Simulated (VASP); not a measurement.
Input of a VASP 6.6.1 run:

Contents of INCAR:

```
ALGO = Normal ; EDIFF = 1E-6
ENCUT = 500 ; GGA_COMPAT = F
ISIF = 2 ; ISMEAR = -1
LASPH = T ; LCHARG = F
LREAL = F ; LWAVE = F
NBANDS = 12 ; NELM = 120
PREC = Accurate ; SIGMA = 0.05
```

File KPOINTS:

```
k-points
0
Gamma
  11 11 11
```

Contents of POSCAR:

```
Nb
1.0
   -1.6749698576      1.6749698576      1.6749698576
    1.6749698576     -1.6749698576      1.6749698576
    1.6749698576      1.6749698576     -1.6749698576
Nb
1
Direct
    0.0000000000      0.0000000000      0.0000000000
```

Potentials or basis: VASP PAW LDA potentials, release 64 (Nb_sv).

The run is started by

```console
$ cat potpaw_LDA.64/Nb_sv/POTCAR > POTCAR
$ mpirun -np 1 vasp_std > vasp.out
```

(1) Predict the band gap on the k mesh.

(2) Predict the pressure.

Answers

(1) zero (an odd number of electrons rules out a gap without spin polarisation).

(2) -14.5 GPa.

Caveat: the cell stands under tension.
